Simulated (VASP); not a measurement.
# AlFe3B (P1) in VASP: notebook

The runs below take AlFe3B through single point, with r2SCAN.

All numbers are computed with VASP 6.6.1; they aren't measurements. Logs are shortened: lines on timing, memory, paths and dates and some standing lists are left out, and cuts for length are marked.

### 1 The cell of the first run

The typed cell holds 5 atoms: a = 3.822 Å, b = 3.822 Å, c = 3.822 Å, α = 90.00°, β = 90.00°, γ = 90.00°.

### 2 Single point, r2SCAN, collinear spin, ferromagnetic start

The input, POSCAR:

```
AlFe3B
1.0
    3.8223220000      0.0000000000      0.0000000000
    0.0000000000      3.8223220000      0.0000000000
    0.0000000000      0.0000000000      3.8223220000
Fe Al B
3 1 1
Direct
    0.0037250000      0.0110320000      0.4896870000
   -0.0003730000      0.5058880000      0.0011130000
    0.5083930000      0.0068460000      0.0026060000
    0.4835450000      0.4985130000      0.4901770000
    0.0109260000      0.0060960000      0.0038780000
```

The input, INCAR.step1:

```
SYSTEM = AlFe3B
PREC = Accurate ; ENCUT = 520
ISMEAR = 1 ; SIGMA = 0.05
LREAL = .FALSE. ; LASPH = .TRUE.
NELM = 150 ; ISPIN = 2
MAGMOM = 3 3 3 0 0 ; LMAXMIX = 4
NBANDS = 27 ; GGA = PE
ALGO = Normal ; EDIFF = 1E-4
LWAVE = .TRUE. ; LCHARG = .FALSE.
```

The input, INCAR.step2:

```
SYSTEM = AlFe3B
PREC = Accurate ; ENCUT = 520
EDIFF = 1E-7 ; ISMEAR = 1
SIGMA = 0.05 ; LREAL = .FALSE.
LASPH = .TRUE. ; NELM = 150
ALGO = Normal ; ISIF = 2
LWAVE = .FALSE. ; LCHARG = .FALSE.
ISPIN = 2 ; MAGMOM = 3 3 3 0 0
LORBIT = 11 ; LMAXMIX = 4
METAGGA = R2SCAN ; LMIXTAU = .TRUE.
NBANDS = 27 ; ISTART = 1
```

The input, KPOINTS:

```
regular mesh
0
G
  5 5 5
  0 0 0
```

Potentials or basis: VASP PAW PBE potentials, release 64 (Fe, Al, B).

The run is started by

```bash
$ cat potpaw_PBE.64/Fe/POTCAR potpaw_PBE.64/Al/POTCAR potpaw_PBE.64/B/POTCAR > POTCAR
$ cp INCAR.step1 INCAR
$ mpirun -np 1 vasp_std > vasp.out
$ cp INCAR.step2 INCAR
$ mpirun -np 1 vasp_std > vasp.out
```

OUTCAR:

```text
SYSTEM = AlFe3B
   PREC = Accurate
   ENCUT = 520
   EDIFF = 1E-7
   ISMEAR = 1
   LREAL = .FALSE.
   LASPH = .TRUE.
   NELM = 150
   ISIF = 2
   ISPIN = 2
   LORBIT = 11
   METAGGA = R2SCAN
   ISTART = 1

 ion  position               nearest neighbor table
   1  0.004  0.011  0.490-   5 1.86   5 1.97   4 2.61   3 2.66   2 2.66   3 2.68   4 2.68   2 2.69
                             2 2.72   4 2.72   3 2.73   2 2.75   3 2.75   4 2.79
   2  1.000  0.506  0.001-   5 1.91   5 1.91   4 2.63   1 2.66   3 2.68   3 2.68   1 2.69   4 2.69
                             4 2.72   1 2.72   3 2.72   3 2.73   1 2.75   4 2.78
   3  0.508  0.007  0.003-   5 1.90   5 1.92   4 2.65   1 2.66   2 2.68   1 2.68   2 2.68   4 2.69
                             4 2.72   2 2.72   1 2.73   2 2.73   1 2.75   4 2.76
   4  0.484  0.499  0.490-   1 2.61   2 2.63   3 2.65   1 2.68   2 2.69   3 2.69   3 2.72   2 2.72
                             1 2.72   3 2.76   2 2.78   1 2.79
   5  0.011  0.006  0.004-   1 1.86   3 1.90   2 1.91   2 1.91   3 1.92   1 1.97

  LATTYP: Found a simple cubic cell.
 ALAT       =     3.8223220000

  Lattice vectors:

 A1 = (   3.8223220000,   0.0000000000,   0.0000000000)
 A2 = (   0.0000000000,   3.8223220000,   0.0000000000)
 A3 = (   0.0000000000,   0.0000000000,   3.8223220000)

Analysis of symmetry for initial positions (statically):
=====================================================================
 Subroutine PRICEL returns:
 Original cell was already a primitive cell.

 Routine SETGRP: Setting up the symmetry group for a
 simple cubic supercell.

 Subroutine GETGRP returns: Found  1 space group operations
 (whereof  1 operations were pure point group operations)
 out of a pool of 48 trial point group operations.

The static configuration has the point symmetry C_1 .

Analysis of symmetry for dynamics (positions and initial velocities):
=====================================================================
 Subroutine PRICEL returns:
 Original cell was already a primitive cell.

 Routine SETGRP: Setting up the symmetry group for a
 simple cubic supercell.

 Subroutine GETGRP returns: Found  1 space group operations
 (whereof  1 operations were pure point group operations)
 out of a pool of 48 trial point group operations.

The dynamic configuration has the point symmetry C_1 .

Analysis of structural, dynamic, and magnetic symmetry:
=====================================================================
 Subroutine PRICEL returns:
 Original cell was already a primitive cell.

 Routine SETGRP: Setting up the symmetry group for a
 simple cubic supercell.
[... 136 lines left out ...]
   METAGGA = R2SCAN    functional components
   LHFCALC =     F    Hartree Fock is set to
   AEXX    =    0.0000 exact exchange contribution
   IVDW    =     0    specifies the selected vdW correction
   LEPSILON=     F    determine dielectric tensor
   LRPA    =     F    only Hartree local field effects (RPA)
 spin polarized calculation
 Methfessel and Paxton  Order N= 1 SIGMA  =   0.05
  energy-cutoff  :      520.00
  volume of cell :       55.84
 maximum number of plane-waves:      1516
   NGX = 15   NGY = 15   NGZ = 15

 number of electron      30.0000005 magnetization       5.2273474

 Free energy of the ion-electron system (eV)
  ---------------------------------------------------
  ext. energy  EPLUGINS =         0.00000000
  ---------------------------------------------------
  free energy    TOTEN  =       -56.95530125 eV

  energy without entropy =      -56.95657727  energy(sigma->0) =      -56.95572659

 E-fermi :   6.6797     XC(G=0): -13.2480

 val. band max:        6.6687738971   @ k =  -0.2000   0.2000   0.2000
 cond. band min:       6.7108649348   @ k =   0.4000  -0.4000   0.2000
 fundamental gap:      0.0420910377
 Fermi energy:         6.6796793384

 spin component 1

 k-point     1 :       0.0000    0.0000    0.0000
  band No.  band energies     occupation
      1      -4.7939      1.00000
      2      -0.5729      1.00000
      3       2.4076      1.00000
      4       2.4191      1.00000
      5       2.4311      1.00000
      6       2.6666      1.00000
[... 709 lines left out ...]
     26      15.2992      0.00000
     27      17.4221      0.00000

 [... further k-points ...]

 spin component 2

 k-point     1 :       0.0000    0.0000    0.0000
  band No.  band energies     occupation
      1      -5.1741      1.00000
      2      -0.3654      1.00000
      3       4.0696      1.00000
      4       4.0863      1.00000
      5       4.1736      1.00000
      6       4.2135      1.00000
[... 709 lines left out ...]
     26      15.5855      0.00000
     27      17.6329      0.00000

 [... further k-points ...]
[... 5 lines left out ...]
  --------------------------------------------------------------------------------------
  -------------------------------------------------------------------------------------
  Total       -0.0180454      0.0065087      0.1946001      0.0541104      0.0389086      0.0069361
  in kB       -0.5177196      0.1867352      5.5830534      1.5524205      1.1162839      0.1989972
  external PRESSURE =       1.7506897 kB  Pullay stress =       0.0000000 kB

 VOLUME and BASIS-vectors are now :
 -----------------------------------------------------------------------------
  energy-cutoff  :      520.00
  volume of cell :       55.84
      direct lattice vectors                 reciprocal lattice vectors
     3.822322000  0.000000000  0.000000000     0.261621077  0.000000000  0.000000000
     0.000000000  3.822322000  0.000000000     0.000000000  0.261621077  0.000000000
     0.000000000  0.000000000  3.822322000     0.000000000  0.000000000  0.261621077

 POSITION                                       TOTAL-FORCE (eV/Angst)
 -----------------------------------------------------------------------------------
      0.01424      0.04217      1.87174        -0.182556     -0.179227      1.378403
      3.82090      1.93367      0.00425        -0.070928      0.086374     -0.237810
      1.94324      0.02617      0.00996         0.045682     -0.063158     -0.272341
      1.84826      1.90548      1.87361         0.423931      0.219610      0.261665
      0.04176      0.02330      0.01482        -0.216129     -0.063599     -1.129917
 -----------------------------------------------------------------------------------
    total drift:                                0.000338      0.001035      0.002527

  FREE ENERGIE OF THE ION-ELECTRON SYSTEM (eV)
  ---------------------------------------------------
  free  energy   TOTEN  =       -56.9553012465 eV

  energy  without entropy=      -56.9565772658  energy(sigma->0) =      -56.95572659

 total charge

# of ion       s       p       d       tot
------------------------------------------
    1        0.457   0.635   6.374   7.467
    2        0.456   0.634   6.368   7.458
    3        0.456   0.634   6.367   7.457
    4        0.383   0.376   0.000   0.758
    5        0.823   1.316   0.000   2.139
--------------------------------------------------
tot          2.575   3.596  19.109  25.280

 magnetization (x)

# of ion       s       p       d       tot
------------------------------------------
    1        0.001  -0.041   1.983   1.943
    2        0.002  -0.040   2.001   1.962
    3        0.002  -0.040   2.006   1.967
    4       -0.030  -0.070   0.000  -0.101
    5       -0.031  -0.180   0.000  -0.211
--------------------------------------------------
tot         -0.057  -0.371   5.989   5.561
```

OSZICAR.step1:

```text
N       E                     dE             d eps       ncg     rms          rms(c)
DAV:   1     0.193840722781E+03    0.19384E+03   -0.12826E+04  6804   0.129E+03
DAV:   2    -0.296531947403E+02   -0.22349E+03   -0.20723E+03  6804   0.282E+02
DAV:   3    -0.430469031367E+02   -0.13394E+02   -0.12672E+02  7731   0.865E+01
DAV:   4    -0.433887593778E+02   -0.34186E+00   -0.33966E+00  7827   0.135E+01
DAV:   5    -0.433955973193E+02   -0.68379E-02   -0.68363E-02  7912   0.169E+00    0.299E+01
DAV:   6    -0.406178416276E+02    0.27778E+01   -0.51796E+01  8920   0.115E+02    0.210E+01
DAV:   7    -0.361515705711E+02    0.44663E+01   -0.18691E+01  8204   0.713E+01    0.911E+00
DAV:   8    -0.374512178359E+02   -0.12996E+01   -0.86507E+00  9631   0.442E+01    0.176E+01
DAV:   9    -0.358957907820E+02    0.15554E+01   -0.46465E+00  8675   0.273E+01    0.286E+00
DAV:  10    -0.359587683699E+02   -0.62978E-01   -0.55554E-01 10083   0.105E+01    0.474E+00
DAV:  11    -0.358607733264E+02    0.97995E-01   -0.34472E-01  8701   0.917E+00    0.130E+00
DAV:  12    -0.358493515380E+02    0.11422E-01   -0.28053E-02  8659   0.187E+00    0.338E-01
DAV:  13    -0.358493739512E+02   -0.22413E-04   -0.22385E-03  8321   0.539E-01    0.154E-01
DAV:  14    -0.358493566457E+02    0.17306E-04   -0.35187E-04  7110   0.242E-01
   1 F= -.35849357E+02 E0= -.35849329E+02  d E =-.816848E-04  mag=     4.0258
```

It took 6.2 min on 1 thread of Intel Xeon 6975P-C (Granite Rapids), shared host; peak memory 0.29 GiB.

Results:

```yaml
Free_energy: -56.9553 eV
Pressure: 0.2 GPa
Largest_force: 1.402 eV/Å
Net_moment: 5.23 μB per cell
Site_moments: Fe +1.94, +1.96, +1.97; Al -0.10; B -0.21 μB
Valence_electrons_inside_the_program's_atomic_spheres: Fe 7.47, 7.46 (each value once); Al 0.76; B 2.14
```

Forces on the atoms (eV/Å):
```
Fe  -0.183 -0.179  1.378
Fe  -0.071  0.086 -0.238
Fe   0.046 -0.063 -0.272
Al   0.424  0.220  0.262
B   -0.216 -0.064 -1.130
```

Levels at points of the mesh, in eV from the Fermi level:
Spin up:
```tsv
k point	band 16	band 17	band 18	band 19	band 20	band 21
(0.00, 0.00, 0.00)	-1.09	-1.00	-0.98	-0.98	4.39	4.95
```
Spin down:
```csv
k point,band 10,band 11,band 12,band 13,band 14,band 15,band 16,band 17
"(0.00, 0.00, 0.00)",-2.00,0.28,0.31,0.74,0.75,0.76,1.53,2.03
```

Caveat: the PAW data sets were made with another functional, which shifts forces and pressure a little.

### 3 Single point, r2SCAN, collinear spin, ferromagnetic start

POSCAR is that of step 2.

The input, INCAR.step1:

```
ALGO = Normal
EDIFF = 1E-4
ENCUT = 520
GGA = PE
ISMEAR = 1
ISPIN = 2
LASPH = T
LCHARG = F
LMAXMIX = 4
LREAL = F
LWAVE = T
MAGMOM = 3 3 3 0 0
NBANDS = 27
NELM = 150
PREC = Accurate
SIGMA = 0.05
```

The input, INCAR.step2:

```
ALGO = Normal
EDIFF = 1E-7
ENCUT = 520
ISIF = 2
ISMEAR = 1
ISPIN = 2
ISTART = 1
LASPH = T
LCHARG = T
LELF = T
LMAXMIX = 4
LMIXTAU = T
LORBIT = 11
LREAL = F
LVHAR = T
LWAVE = F
MAGMOM = 3 3 3 0 0
METAGGA = R2SCAN
NBANDS = 27
NELM = 150
PREC = Accurate
SIGMA = 0.05
```

The input, KPOINTS:

```
k-points
0
Gamma
  5 5 5
```

Potentials or basis: VASP PAW PBE potentials, release 64 (Fe, Al, B).

The run is started by

```bash
$ cat potpaw_PBE.64/Fe/POTCAR potpaw_PBE.64/Al/POTCAR potpaw_PBE.64/B/POTCAR > POTCAR
$ cp INCAR.step1 INCAR
$ mpirun -np 1 vasp_std > vasp.out
$ cp INCAR.step2 INCAR
$ mpirun -np 1 vasp_std > vasp.out
```

It took 6.3 min on 1 thread of Intel Xeon 6975P-C (Granite Rapids), shared host; peak memory 0.28 GiB.

Results (log left out):

```yaml
Free_energy: -56.9553 eV
Pressure: 0.2 GPa
Largest_force: 1.402 eV/Å
Net_moment: 5.23 μB per cell
Site_moments: Fe +1.94, +1.96, +1.97; Al -0.10; B -0.21 μB
Valence_electrons_inside_the_program's_atomic_spheres: Fe 7.47, 7.46 (each value once); Al 0.76; B 2.14
```

Forces in eV/Å, atoms in the order of the input:
```
Fe  -0.183 -0.179  1.378
Fe  -0.071  0.086 -0.238
Fe   0.046 -0.063 -0.272
Al   0.424  0.220  0.262
B   -0.216 -0.064 -1.130
```

Stress tensor (GPa, compression positive):
```
-0.05  0.16  0.02
 0.16  0.02  0.11
 0.02  0.11  0.56
```

Levels at points of the mesh, in eV from the Fermi level:
Spin up:
```
           k point  band 14  band 15  band 16  band 17  band 18  band 19  band 20  band 21  band 22  band 23
(0.00, 0.00, 0.00)    -1.72    -1.67    -1.09    -1.00    -0.98    -0.98     4.39     4.95     5.07     5.12
```
Spin down:
| k point | band 9 | band 10 | band 11 | band 12 | band 13 | band 14 | band 15 | band 16 | band 17 | band 18 |
| --- | --- | --- | --- | --- | --- | --- | --- | --- | --- | --- |
| (0.00, 0.00, 0.00) | -2.02 | -2.00 | 0.28 | 0.31 | 0.74 | 0.75 | 0.76 | 1.53 | 2.03 | 2.03 |

Caveat: the PAW data sets were made with another functional, which shifts forces and pressure a little.
